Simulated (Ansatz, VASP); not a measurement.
## One calculation of Ru5C, two programs

File INCAR:

```
SYSTEM = Ru5C
PREC = Accurate
ENCUT = 520
EDIFF = 1E-6
ISMEAR = 0
SIGMA = 0.1
LREAL = .FALSE.
LASPH = .TRUE.
NELM = 150
ALGO = Normal
ISIF = 2
LWAVE = .FALSE.
LCHARG = .TRUE.
ISPIN = 2
MAGMOM = 0 0 0 0 0 2
LORBIT = 11
LMAXMIX = 4
LDIPOL = .TRUE.
IDIPOL = 3
DIPOL = 0.5 0.5 0.364
LELF = .TRUE.
LVHAR = .TRUE.
LVACPOTAV = .TRUE.
NBANDS = 50
```

Contents of KPOINTS:

```
regular mesh
0
G
  12 12 1
  0 0 0
```

POSCAR

```
Ru5C
1.0
    2.6740588505      0.0000000000      0.0000000000
   -1.3370294253      2.3158028958      0.0000000000
    0.0000000000      0.0000000000     25.3999246690
Ru C
5 1
Direct
    0.6666666667      0.3333333333      0.1574807820
    0.3333333333      0.6666666667      0.2406849853
    0.6666666667      0.3333333333      0.3240221034
    0.3333333333      0.6666666667      0.4078536871
    0.6666666667      0.3333333333      0.4881874585
    0.6666666667      0.3333333333      0.5677152534
```

Input for Ansatz:

```yaml
crystal:
  lattice:
    - [2.6740588505, 0.0, 0.0]
    - [-1.3370294253, 2.3158028958, 0.0]
    - [0.0, 0.0, 25.399924669]
  atoms:
    - { symbol: Ru, position: [0.6666666667, 0.3333333333, 0.157480782] }
    - { symbol: Ru, position: [0.3333333333, 0.6666666667, 0.2406849853] }
    - { symbol: Ru, position: [0.6666666667, 0.3333333333, 0.3240221034] }
    - { symbol: Ru, position: [0.3333333333, 0.6666666667, 0.4078536871] }
    - { symbol: Ru, position: [0.6666666667, 0.3333333333, 0.4881874585] }
    - { symbol: C, position: [0.6666666667, 0.3333333333, 0.5677152534], spin: 2.0 }
basis:
  ecutwfc: 420
kpoints:
  mp_grid: { grid: [12, 12, 1] }
hamiltonian:
  xc: lda
  pseudopotentials: { kind: paw, azcp: { folder: soft_1 } }
scf:
  occupations: { method: gaussian, width: 0.1 }
output:
  forces: true
  eigenvalues: true
  populations: true
  write_density: true
  write_potential: true
  elf: true
  volumetric_format: npy
magnetization:
  spin_polarized: true
efield:
  axis: 3
  dipole_correction: true
  ramp_width: 0.04
```

Alike in both runs: task single point; functional LDA; k mesh 12 × 12 × 1; occupations gaussian, width 0.1 eV; collinear spin.

```csv
,VASP,Ansatz
version,VASP 6.6.1,Ansatz 0.2.0
potentials or method,"VASP PAW LDA potentials, release 64 (Ru_pv, C), cutoff 520 eV","scalar-relativistic, plane waves, PAW"
valence electrons in the cell,74,84
```

Ansatz gave:

* gap on the k mesh at the Fermi level (eV): none
* rms of the force components (eV/Å): 1.076
* net moment per atom (μB): 0.00
* work function, face that differs most (eV): 7.44

Question: What did VASP give for the same quantities?

Answer: gap on the k mesh at the Fermi level (eV): none; rms of the force components (eV/Å): 1.070; net moment per atom (μB): 0.00; work function, face that differs most (eV): 7.44.

Ansatz warns that its potentials were made for another functional, while VASP's fit it. LDA's correlation is that of Perdew and Zunger in VASP and of Perdew and Wang (1992) in Ansatz. Atom by atom the forces differ by 0.017 eV/Å (rms over components). A gap of «none» marks a metal or a gap that the smearing closes. VASP's potentials hold 74 valence electrons a cell and Ansatz's 84, so a difference there can come from the potentials and not from the codes. Ansatz's warnings: seeded moment not kept, xc potential rough in thin density.
